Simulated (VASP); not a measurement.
Wanted: the native input for a VASP 6.6.1 run.

```yaml
Task: single point
Functional: r2SCAN
Potentials_or_basis: VASP PAW PBE potentials, release 64 (Ba_sv, Ti_sv, O)
Cutoff: 520 eV
k_mesh: 5 × 3 × 5
Occupations: fermi-dirac, width 0.1 eV
Spin: no spin polarisation
Dipole_correction: no
Further_INCAR_settings: ALGO = Normal; EDIFF = 1e-06; NBANDS = 51
```

Crystal: BaTiO3.

```
Ba Ti O
1.0
     4.03337    0.00000    0.00000
     0.00000    8.06673    0.00000
     0.00000    0.00000    4.03337
Ba Ti O
2 2 6
Direct
  0.50000 0.25000 0.50000
  0.50000 0.75000 0.50000
  0.00000 0.00000 0.00000
  0.00000 0.50000 0.00000
  0.50000 0.00000 0.00000
  0.50000 0.50000 0.00000
  0.00000 0.25000 0.00000
  0.00000 0.75000 0.00000
  0.00000 0.00000 0.50000
  0.00000 0.50000 0.50000
```

One way to write it, as run:

POSCAR

```
BaTiO3
1.0
    4.0333659600      0.0000000000      0.0000000000
    0.0000000000      8.0667319100      0.0000000000
    0.0000000000      0.0000000000      4.0333659600
Ba Ti O
2 2 6
Direct
    0.5000000000      0.2500000000      0.5000000000
    0.5000000000      0.7500000000      0.5000000000
    0.0000000000      0.0000000000      0.0000000000
    0.0000000000      0.5000000000      0.0000000000
    0.5000000000      0.0000000000      0.0000000000
    0.5000000000      0.5000000000      0.0000000000
    0.0000000000      0.2500000000      0.0000000000
    0.0000000000      0.7500000000      0.0000000000
    0.0000000000      0.0000000000      0.5000000000
    0.0000000000      0.5000000000      0.5000000000
```

INCAR.step1

```
SYSTEM = BaTiO3
  ALGO = Normal
  EDIFF = 1E-4
  ENCUT = 520
  GGA = PE
  ISMEAR = -1
  LASPH = .True.
  LCHARG = .False.
  LREAL = .False.
  LWAVE = .True.
  NBANDS = 51
  NELM = 100
  PREC = Accurate
  SIGMA = 0.1
```

INCAR.step2

```
SYSTEM = BaTiO3
  ALGO = Normal
  EDIFF = 1E-6
  ENCUT = 520
  ISIF = 2
  ISMEAR = -1
  ISTART = 1
  LASPH = .True.
  LCHARG = .False.
  LMIXTAU = .True.
  LREAL = .False.
  LWAVE = .False.
  METAGGA = R2SCAN
  NBANDS = 51
  NELM = 100
  PREC = Accurate
  SIGMA = 0.1
```

KPOINTS

```
k-points
0
Gamma
  5 3 5
  0 0 0
```

Potentials or basis: VASP PAW PBE potentials, release 64 (Ba_sv, Ti_sv, O).

Run with:

```bash
$ cat potpaw_PBE.64/Ba_sv/POTCAR potpaw_PBE.64/Ti_sv/POTCAR potpaw_PBE.64/O/POTCAR > POTCAR
$ cp INCAR.step1 INCAR
$ mpirun -np 1 vasp_std > vasp.out
$ cp INCAR.step2 INCAR
$ mpirun -np 1 vasp_std > vasp.out
```

It gave:

* Pressure: -3.2 GPa
* Band gap on the k mesh: 2.14 eV

Caveat: the cell stands under tension; the PAW data sets were made with another functional, which shifts forces and pressure a little; spin-orbit coupling is left out, which moves the levels of the heavy elements; an odd mesh through Γ misses points on the zone boundary, where band edges can lie.

Run time: 7.5 min on 1 thread of Intel(R) Xeon(R) Platinum 8375C CPU @ 2.90GHz (Ice Lake) (shared host), peak memory 0.28 GiB.
